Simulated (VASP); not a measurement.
Input of a VASP 6.6.1 run:

The input INCAR:

```
SYSTEM = Ti4O
  PREC = Accurate
  ENCUT = 520
  EDIFF = 1E-6
  ISMEAR = 0
  SIGMA = 0.1
  LREAL = .False.
  LASPH = .True.
  NELM = 60
  ALGO = Normal
  ISIF = 2
  LWAVE = .False.
  LCHARG = .False.
  LDIPOL = .True.
  IDIPOL = 3
  DIPOL = 0.5 0.5 0.343
  GGA = PE
  NBANDS = 35
```

KPOINTS

```
Automatic mesh
0
Gamma
  8 8 1
  0 0 0
```

The input POSCAR:

```
Ti4O
1.0
    3.2553359278      0.0000000000      0.0000000000
    0.0000000000      3.2553359278      0.0000000000
    0.0000000000      0.0000000000     20.1793674396
Ti O
4 1
Direct
    0.5000000000      0.5000000000      0.1982222690
    0.0000000000      0.0000000000      0.2788822782
    0.5000000000      0.5000000000      0.3551865237
    0.0000000000      0.0000000000      0.4301109767
    0.3750000000      0.5000000000      0.4537783581
```

Potentials or basis: VASP PAW PBE potentials, release 64 (Ti_sv, O).

Launch:

```sh
$ cat potpaw_PBE.64/Ti_sv/POTCAR potpaw_PBE.64/O/POTCAR > POTCAR
$ mpirun -np 1 vasp_std > vasp.out
```

(1) Predict the band gap on the k mesh.

(2) Estimate the largest force.

Results:

(1) zero (band 27 reaches 1.41 eV, above the bottom of band 28 at 0.70 eV).

(2) 1.475 eV/Å.
